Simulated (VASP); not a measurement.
# CdSe (F-43m) in VASP: notebook

Aim: see how the results for CdSe move with the level of theory and the settings. Levels: BLYP+D4, r2SCAN+rVV10. Tasks: single point.

All numbers are computed with VASP 6.6.1; they aren't measurements. Logs are shortened: lines on timing, memory, paths and dates and some standing lists are left out, and cuts for length are marked.

## Step 1: The cell of the first run

It takes space group F-43m (No. 216, cubic). Conventional cell: a = 6.221 Å, b = 6.221 Å, c = 6.221 Å, α = 90.00°, β = 90.00°, γ = 90.00°. Within 3.6 Å of Cd (site symmetry -43m) lie 4 Se at 2.69 Å. Se (site symmetry -43m) has 4 Cd at 2.69 Å within 3.6 Å.

## Step 2: Single point, BLYP+D4

Contents of INCAR:

```
AGGAC = 1.0 ; AGGAX = 1.0
ALDAC = 0.0 ; ALDAX = 1.0
ALGO = Normal ; EDIFF = 1E-6
ENCUT = 520 ; GGA = B5
ISIF = 2 ; ISMEAR = -1
IVDW = 13 ; LASPH = T
LCHARG = F ; LREAL = F
LWAVE = F ; NBANDS = 16
NELM = 100 ; PREC = Accurate
SIGMA = 0.05 ; VDW_A1 = 0.44488865
VDW_A2 = 4.0933009 ; VDW_S6 = 1.0
VDW_S8 = 2.34076671
```

Contents of KPOINTS:

```
k-points
0
Gamma
  8 8 8
```

Contents of POSCAR:

```
CdSe
1.0
    0.0000000000      3.1106741371      3.1106741371
    3.1106741371      0.0000000000      3.1106741371
    3.1106741371      3.1106741371      0.0000000000
Cd Se
1 1
Direct
    0.0000000000      0.0000000000      0.0000000000
    0.2500000000      0.2500000000      0.2500000000
```

Potentials or basis: VASP PAW PBE potentials, release 64 (Cd, Se).

On the command line:

```
> cat potpaw_PBE.64/Cd/POTCAR potpaw_PBE.64/Se/POTCAR > POTCAR
> mpirun -np 1 vasp_std > vasp.out
```

OUTCAR:

```text
EDIFF = 1E-6
   ENCUT = 520
   GGA = B5
   ISIF = 2
   ISMEAR = -1
   IVDW = 13
   LASPH = T
   LREAL = F
   NELM = 100
   PREC = Accurate

 ion  position               nearest neighbor table
   1  0.000  0.000  0.000-   2 2.69   2 2.69   2 2.69   2 2.69
   2  0.250  0.250  0.250-   1 2.69   1 2.69   1 2.69   1 2.69

  LATTYP: Found a face centered cubic cell.
 ALAT       =     6.2213482742

  Lattice vectors:

 A1 = (   0.0000000000,   3.1106741371,   3.1106741371)
 A2 = (   3.1106741371,   0.0000000000,   3.1106741371)
 A3 = (   3.1106741371,   3.1106741371,   0.0000000000)

Analysis of symmetry for initial positions (statically):
=====================================================================
 Subroutine PRICEL returns:
 Original cell was already a primitive cell.

 Routine SETGRP: Setting up the symmetry group for a
 face centered cubic supercell.

 Subroutine GETGRP returns: Found 24 space group operations
 (whereof 24 operations were pure point group operations)
 out of a pool of 48 trial point group operations.

The static configuration has the point symmetry T_d .

Analysis of symmetry for dynamics (positions and initial velocities):
=====================================================================
 Subroutine PRICEL returns:
 Original cell was already a primitive cell.

 Routine SETGRP: Setting up the symmetry group for a
 face centered cubic supercell.

 Subroutine GETGRP returns: Found 24 space group operations
 (whereof 24 operations were pure point group operations)
 out of a pool of 48 trial point group operations.

The dynamic configuration has the point symmetry T_d .

 Subroutine INISYM returns: Found 24 space group operations
 (whereof 24 operations are pure point group operations),
 and found     1 'primitive' translations

----------------------------------------------------------------------------------------

                                     Primitive cell

  volume of cell :      60.1996

  direct lattice vectors                    reciprocal lattice vectors
     0.000000000  3.110674137  3.110674137    -0.160736862  0.160736862  0.160736862
     3.110674137  0.000000000  3.110674137     0.160736862 -0.160736862  0.160736862
     3.110674137  3.110674137  0.000000000     0.160736862  0.160736862 -0.160736862

  length of vectors
     4.399157553  4.399157553  4.399157553     0.278404412  0.278404412  0.278404412

  position of ions in fractional coordinates (direct lattice)
     0.000000000  0.000000000  0.000000000
     0.250000000  0.250000000  0.250000000

  ion indices of the primitive-cell ions
   primitive index   ion index
                 1           1
                 2           2

----------------------------------------------------------------------------------------

 KPOINTS: k-points

Automatic generation of k-mesh.
 Grid dimensions read from file:
 generate k-points for:    8    8    8

 Generating k-lattice:

  Cartesian coordinates                     Fractional coordinates (reciprocal lattice)
    -0.020092108  0.020092108  0.020092108     0.125000000  0.000000000  0.000000000
     0.020092108 -0.020092108  0.020092108     0.000000000  0.125000000  0.000000000
     0.020092108  0.020092108 -0.020092108     0.000000000  0.000000000  0.125000000

  Length of vectors
     0.034800551  0.034800551  0.034800551

  Shift w.r.t. Gamma in fractional coordinates (k-lattice)
     0.000000000  0.000000000  0.000000000

 Subroutine IBZKPT returns following result:
 ===========================================

 Found     29 irreducible k-points:

 Following reciprocal coordinates:
            Coordinates               Weight
  0.000000  0.000000  0.000000      1.000000
  0.125000  0.000000  0.000000      8.000000
  0.250000  0.000000  0.000000      8.000000
  0.375000  0.000000  0.000000      8.000000
  0.500000  0.000000  0.000000      4.000000
  0.125000  0.125000  0.000000      6.000000
[... 16 lines left out ...]
  0.500000  0.250000  0.125000     48.000000
 -0.375000  0.250000  0.125000     24.000000
 [... further k-points ...]
[... 44 lines left out ...]
 cond. band min:       1.2242831052   @ k =   0.0000   0.0000   0.0000
 fundamental gap:      0.4138944214
 Fermi energy:         1.0603250798

 k-point     1 :       0.0000    0.0000    0.0000
  band No.  band energies     occupation
      1     -11.4520      2.00000
      2      -6.9750      2.00000
      3      -6.9750      2.00000
      4      -6.9750      2.00000
      5      -6.6744      2.00000
      6      -6.6744      2.00000
[... 8 lines left out ...]
     15      11.8451      0.00000
     16      11.8451      0.00000

 k-point     2 :       0.1250    0.0000    0.0000
  band No.  band energies     occupation
      1     -11.4073      2.00000
      2      -6.9610      2.00000
      3      -6.9610      2.00000
      4      -6.9307      2.00000
      5      -6.6750      2.00000
      6      -6.6750      2.00000
[... 8 lines left out ...]
     15      11.1400      0.00000
     16      11.1525      0.00000

 k-point     3 :       0.2500    0.0000    0.0000
  band No.  band energies     occupation
      1     -11.2983      2.00000
      2      -6.9304      2.00000
      3      -6.9304      2.00000
      4      -6.7877      2.00000
      5      -6.6724      2.00000
      6      -6.6724      2.00000
[... 8 lines left out ...]
     15      10.9002      0.00000
     16      10.9762      0.00000

 k-point     4 :       0.3750    0.0000    0.0000
  band No.  band energies     occupation
      1     -11.1885      2.00000
      2      -6.9061      2.00000
      3      -6.9061      2.00000
      4      -6.6622      2.00000
      5      -6.6622      2.00000
      6      -6.5643      2.00000
[... 8 lines left out ...]
     15      11.6987      0.00000
     16      11.6987      0.00000
[... 324 lines left out ...]
 k-point    22 :       0.3750    0.2500    0.1250
  band No.  band energies     occupation
      1     -11.2178      2.00000
      2      -6.8960      2.00000
      3      -6.8805      2.00000
      4      -6.7486      2.00000
      5      -6.6643      2.00000
      6      -6.6311      2.00000
[... 8 lines left out ...]
     15      12.2258      0.00000
     16      13.3153      0.00000

 k-point    23 :       0.5000    0.2500    0.1250
  band No.  band energies     occupation
      1     -11.1306      2.00000
      2      -6.8729      2.00000
      3      -6.8586      2.00000
      4      -6.7071      2.00000
      5      -6.6561      2.00000
      6      -6.4672      2.00000
[... 8 lines left out ...]
     15      12.4812      0.00000
     16      13.3520      0.00000

 k-point    24 :      -0.3750    0.2500    0.1250
  band No.  band energies     occupation
      1     -11.0946      2.00000
      2      -6.8683      2.00000
      3      -6.8489      2.00000
      4      -6.6885      2.00000
      5      -6.6605      2.00000
      6      -6.3594      2.00000
[... 8 lines left out ...]
     15      12.3901      0.00000
     16      13.2995      0.00000

 [... further k-points ...]

------------------------ aborting loop because EDIFF is reached ----------------------------------------

  DFT-D4 for vdW energy calculation

  Edisp (eV):   -1.11884

  FORCE on cell =-STRESS in cart. coord.  units (eV):
  Direction    XX          YY          ZZ          XY          YZ          ZX
  --------------------------------------------------------------------------------------
  -------------------------------------------------------------------------------------
  Total      -0.46881    -0.46881    -0.46881     0.00000     0.00000     0.00000
  in kB     -12.47703   -12.47703   -12.47703     0.00000     0.00000     0.00000
  external pressure =      -12.48 kB  Pullay stress =        0.00 kB

 VOLUME and BASIS-vectors are now :
 -----------------------------------------------------------------------------
  energy-cutoff  :      520.00
  volume of cell :       60.20
      direct lattice vectors                 reciprocal lattice vectors
     0.000000000  3.110674137  3.110674137    -0.160736862  0.160736862  0.160736862
     3.110674137  0.000000000  3.110674137     0.160736862 -0.160736862  0.160736862
     3.110674137  3.110674137  0.000000000     0.160736862  0.160736862 -0.160736862

 POSITION                                       TOTAL-FORCE (eV/Angst)
 -----------------------------------------------------------------------------------
      0.00000      0.00000      0.00000        -0.000000     -0.000000      0.000000
      1.55534      1.55534      1.55534         0.000000      0.000000     -0.000000
 -----------------------------------------------------------------------------------
    total drift:                                0.000000      0.000000      0.000001

  FREE ENERGIE OF THE ION-ELECTRON SYSTEM (eV)
  ---------------------------------------------------
  free  energy   TOTEN  =        -5.6583667306 eV

  energy  without entropy=       -5.6582858612  energy(sigma->0) =       -5.65832630
```

It took 48 s on 1 thread of Intel Xeon Platinum 8259CL at 2.50GHz (Skylake/Cascade Lake), shared host; peak memory 0.21 GiB.

What came out:

```yaml
Free_energy: -5.6584 eV
Pressure: -1.2 GPa
Band_gap_on_the_k_mesh: 0.41 eV, direct
Dispersion_energy_per_atom: -0.559 eV
```

Levels at points of the mesh, in eV from the valence-band top:
```
           k point  band 7  band 8  band 9  band 10  band 11  band 12
(0.00, 0.00, 0.00)    0.00    0.00    0.00     0.41     5.93     5.93
(0.50, 0.00, 0.00)   -4.00   -0.65   -0.65     2.27     6.44     6.44
(0.50, 0.50, 0.00)   -3.79   -1.62   -1.62     3.34     3.65     8.87
```

Caveat: the PAW data sets were made with another functional, which shifts forces and pressure a little.

## Step 3: Single point, BLYP+D4

This run uses another cell than the first one, of 30.68 Å³/atom, 1.019 times its volume.

Contents of INCAR:

```
PREC = Accurate ; ENCUT = 520
EDIFF = 1E-7 ; ISMEAR = -1
SIGMA = 0.05 ; LREAL = F
LASPH = T ; NELM = 80
ALGO = Normal ; ISIF = 2
LWAVE = F ; LCHARG = F
GGA = B5 ; ALDAX = 1.0
AGGAX = 1.0 ; AGGAC = 1.0
ALDAC = 0.0 ; IVDW = 13
VDW_S6 = 1.0 ; VDW_S8 = 2.34076671
VDW_A1 = 0.44488865 ; VDW_A2 = 4.0933009
NBANDS = 16
```

Contents of KPOINTS:

```
Automatic mesh
0
Gamma
  8 8 8
```

Contents of POSCAR:

```
CdSe
1.0
    0.0000000000      3.1304878824      3.1304878824
    3.1304878824      0.0000000000      3.1304878824
    3.1304878824      3.1304878824      0.0000000000
Cd Se
1 1
Direct
    0.0000000000      0.0000000000      0.0000000000
    0.2500000000      0.2500000000      0.2500000000
```

Potentials or basis: VASP PAW PBE potentials, release 64 (Cd, Se).

On the command line:

```
> cat potpaw_PBE.64/Cd/POTCAR potpaw_PBE.64/Se/POTCAR > POTCAR
> mpirun -np 1 vasp_std > vasp.out
```

Run time: 54 s. Hardware: 1 thread of Intel Xeon Platinum 8259CL at 2.50GHz (Skylake/Cascade Lake), shared host; peak memory 0.21 GiB.

Results (log left out):

```
Free energy                : -5.6467 eV
Pressure                   : -2.0 GPa
Band gap on the k mesh     : 0.37 eV, direct
Dispersion energy per atom : -0.547 eV
```

Levels at points of the mesh, in eV from the valence-band top:
```csv
k point,band 5,band 6,band 7,band 8,band 9,band 10,band 11,band 12,band 13,band 14
"(0.00, 0.00, 0.00)",-7.45,-7.45,0.00,0.00,0.00,0.37,5.92,5.92,5.92,9.55
"(0.50, 0.00, 0.00)",-7.44,-7.22,-3.90,-0.63,-0.63,2.23,6.42,6.42,7.20,9.93
"(0.50, 0.50, 0.00)",-7.41,-7.17,-3.71,-1.56,-1.56,3.36,3.62,8.79,9.64,9.64
```

Caveat: the PAW data sets were made with another functional, which shifts forces and pressure a little.

## Step 4: Single point, r2SCAN+rVV10

This run uses another cell than the first one, of 27.21 Å³/atom, 0.904 times its volume.

Contents of POSCAR:

```
CdSe
1.0
    0.0000000000      3.0075950161      3.0075950161
    3.0075950161      0.0000000000      3.0075950161
    3.0075950161      3.0075950161      0.0000000000
Cd Se
1 1
Direct
    0.0000000000      0.0000000000      0.0000000000
    0.2500000000      0.2500000000      0.2500000000
```

Contents of INCAR.step1:

```
SYSTEM = CdSe
ALGO = Normal
EDIFF = 1E-4
ENCUT = 520
GGA = PE
ISMEAR = -1
LASPH = .TRUE.
LCHARG = .FALSE.
LREAL = .FALSE.
LWAVE = .TRUE.
NBANDS = 16
NELM = 80
PREC = Accurate
SIGMA = 0.05
```

Contents of INCAR.step2:

```
SYSTEM = CdSe
ALGO = Normal
BPARAM = 11.95
CPARAM = 0.0093
EDIFF = 1E-6
ENCUT = 520
ISIF = 2
ISMEAR = -1
ISTART = 1
IVDW_NL = 2
LASPH = .TRUE.
LCHARG = .FALSE.
LMIXTAU = .TRUE.
LREAL = .FALSE.
LUSE_VDW = .TRUE.
LWAVE = .FALSE.
METAGGA = R2SCAN
NBANDS = 16
NELM = 80
PREC = Accurate
SIGMA = 0.05
```

Contents of KPOINTS:

```
k-points
0
G
  8 8 8
  0 0 0
```

On the command line:

```
> cat potpaw_PBE.64/Cd/POTCAR potpaw_PBE.64/Se/POTCAR > POTCAR
> cp INCAR.step1 INCAR
> mpirun -np 1 vasp_std > vasp.out
> cp INCAR.step2 INCAR
> mpirun -np 1 vasp_std > vasp.out
```

Wall time 2.8 min (1 thread of Intel Xeon Platinum 8259CL at 2.50GHz (Skylake/Cascade Lake), shared host); peak memory 0.33 GiB.

The run converged. Its results:

| Property | Result |
| --- | --- |
| Free energy | -35.2973 eV |
| Pressure | 3.0 GPa |
| Band gap on the k mesh | 1.11 eV, direct |

Levels at points of the mesh, in eV from the valence-band top:
```tsv
k point	band 5	band 6	band 7	band 8	band 9	band 10	band 11	band 12	band 13	band 14
(0.00, 0.00, 0.00)	-7.83	-7.83	0.00	0.00	0.00	1.11	6.45	6.45	6.45	10.38
(0.50, 0.00, 0.00)	-7.80	-7.50	-4.66	-0.81	-0.81	2.87	6.89	6.89	7.82	10.62
(0.50, 0.50, 0.00)	-7.76	-7.43	-4.26	-2.02	-2.02	3.31	4.15	9.81	11.14	11.14
```

Caveat: the PAW data sets were made with another functional, which shifts forces and pressure a little.

## Step 5: Single point, r2SCAN+rVV10

This run uses another cell than the first one, of 27.78 Å³/atom, 0.923 times its volume.

Contents of POSCAR:

```
CdSe
1.0
    0.0000000000      3.0287759606      3.0287759606
    3.0287759606      0.0000000000      3.0287759606
    3.0287759606      3.0287759606      0.0000000000
Cd Se
1 1
Direct
    0.0000000000      0.0000000000      0.0000000000
    0.2500000000      0.2500000000      0.2500000000
```

Contents of INCAR.step1:

```
SYSTEM = CdSe
  PREC = Accurate
  ENCUT = 520
  ISMEAR = -1
  SIGMA = 0.05
  LREAL = .FALSE.
  LASPH = .TRUE.
  NELM = 60
  NBANDS = 16
  GGA = PE
  ALGO = Normal
  EDIFF = 1E-4
  LWAVE = .TRUE.
  LCHARG = .FALSE.
```

Contents of INCAR.step2:

```
SYSTEM = CdSe
  PREC = Accurate
  ENCUT = 520
  EDIFF = 1E-7
  ISMEAR = -1
  SIGMA = 0.05
  LREAL = .FALSE.
  LASPH = .TRUE.
  NELM = 60
  ALGO = Normal
  ISIF = 2
  LWAVE = .FALSE.
  LCHARG = .FALSE.
  METAGGA = R2SCAN
  LMIXTAU = .TRUE.
  LUSE_VDW = .TRUE.
  IVDW_NL = 2
  BPARAM = 11.95
  CPARAM = 0.0093
  NBANDS = 16
  ISTART = 1
```

Contents of KPOINTS:

```
Automatic mesh
0
G
  8 8 8
  0 0 0
```

On the command line:

```
> cat potpaw_PBE.64/Cd/POTCAR potpaw_PBE.64/Se/POTCAR > POTCAR
> cp INCAR.step1 INCAR
> mpirun -np 1 vasp_std > vasp.out
> cp INCAR.step2 INCAR
> mpirun -np 1 vasp_std > vasp.out
```

It took 2.8 min on 1 thread of Intel Xeon Platinum 8259CL at 2.50GHz (Skylake/Cascade Lake), shared host; peak memory 0.32 GiB.

It converged, with:

* Free energy: -35.3141 eV
* Pressure: 1.6 GPa
* Band gap on the k mesh: 1.06 eV, direct

Levels at points of the mesh, in eV from the valence-band top:
| k point | band 7 | band 8 | band 9 | band 10 | band 11 | band 12 |
| --- | --- | --- | --- | --- | --- | --- |
| (0.00, 0.00, 0.00) | 0.00 | 0.00 | 0.00 | 1.06 | 6.45 | 6.45 |
| (0.50, 0.00, 0.00) | -4.53 | -0.78 | -0.78 | 2.84 | 6.89 | 6.89 |
| (0.50, 0.50, 0.00) | -4.16 | -1.94 | -1.94 | 3.35 | 4.13 | 9.69 |

Caveat: the PAW data sets were made with another functional, which shifts forces and pressure a little.

## Step 6: Single point, r2SCAN+rVV10

This run uses another cell than the first one, of 28.36 Å³/atom, 0.942 times its volume.

Contents of POSCAR:

```
CdSe
1.0
    0.0000000000      3.0496647307      3.0496647307
    3.0496647307      0.0000000000      3.0496647307
    3.0496647307      3.0496647307      0.0000000000
Cd Se
1 1
Direct
    0.0000000000      0.0000000000      0.0000000000
    0.2500000000      0.2500000000      0.2500000000
```

Contents of INCAR.step1:

```
PREC = Accurate ; ENCUT = 520
ISMEAR = -1 ; SIGMA = 0.05
LREAL = F ; LASPH = T
NELM = 100 ; NBANDS = 16
GGA = PE ; ALGO = Normal
EDIFF = 1E-4 ; LWAVE = T
LCHARG = F
```

Contents of INCAR.step2:

```
PREC = Accurate ; ENCUT = 520
EDIFF = 1E-6 ; ISMEAR = -1
SIGMA = 0.05 ; LREAL = F
LASPH = T ; NELM = 100
ALGO = Normal ; ISIF = 2
LWAVE = F ; LCHARG = F
METAGGA = R2SCAN ; LMIXTAU = T
LUSE_VDW = T ; IVDW_NL = 2
BPARAM = 11.95 ; CPARAM = 0.0093
NBANDS = 16 ; ISTART = 1
```

Contents of KPOINTS:

```
Automatic mesh
0
Gamma
  8 8 8
```

Potentials or basis: VASP PAW PBE potentials, release 64 (Cd, Se).

On the command line:

```
> cat potpaw_PBE.64/Cd/POTCAR potpaw_PBE.64/Se/POTCAR > POTCAR
> cp INCAR.step1 INCAR
> mpirun -np 1 vasp_std > vasp.out
> cp INCAR.step2 INCAR
> mpirun -np 1 vasp_std > vasp.out
```

Run time: 2.6 min. Hardware: 1 thread of Intel Xeon Platinum 8259CL at 2.50GHz (Skylake/Cascade Lake), shared host; peak memory 0.32 GiB.

Results (log left out):

```yaml
Free_energy: -35.3216 eV
Pressure: 0.4 GPa
Band_gap_on_the_k_mesh: 1.01 eV, direct
```

Levels at points of the mesh, in eV from the valence-band top:
| k point | band 5 | band 6 | band 7 | band 8 | band 9 | band 10 | band 11 | band 12 | band 13 | band 14 |
| --- | --- | --- | --- | --- | --- | --- | --- | --- | --- | --- |
| (0.00, 0.00, 0.00) | -7.73 | -7.73 | 0.00 | 0.00 | 0.00 | 1.01 | 6.45 | 6.45 | 6.45 | 10.18 |
| (0.50, 0.00, 0.00) | -7.71 | -7.43 | -4.40 | -0.75 | -0.75 | 2.81 | 6.89 | 6.89 | 7.70 | 10.46 |
| (0.50, 0.50, 0.00) | -7.67 | -7.37 | -4.06 | -1.87 | -1.87 | 3.39 | 4.11 | 9.57 | 10.88 | 10.88 |

Caveat: the PAW data sets were made with another functional, which shifts forces and pressure a little. r2SCAN opens gaps a little over a GGA but as a rule still falls short of measured ones.

## Step 7: Summary

```tsv
level	cell	gap on the mesh (eV)	pressure (GPa)
BLYP+D4	a = 4.399 Å, angles 60.0°, 2 atoms	0.41	-1.2
BLYP+D4	a = 4.427 Å, angles 60.0°, 2 atoms	0.37	-2.0
r2SCAN+rVV10	a = 4.253 Å, angles 60.0°, 2 atoms	1.11	3.0
r2SCAN+rVV10	a = 4.283 Å, angles 60.0°, 2 atoms	1.06	1.6
r2SCAN+rVV10	a = 4.313 Å, angles 60.0°, 2 atoms	1.01	0.4
```

Alike in all rows: task single point; potentials or basis VASP PAW PBE potentials, release 64 (Cd, Se); no spin polarisation; k mesh 8 × 8 × 8; cutoff (eV) 520; smearing fermi-dirac 0.05 eV.

Caveats: the PAW data sets were made with another functional, which shifts forces and pressure a little.

Absolute energies hang on the potentials; compare differences alone.
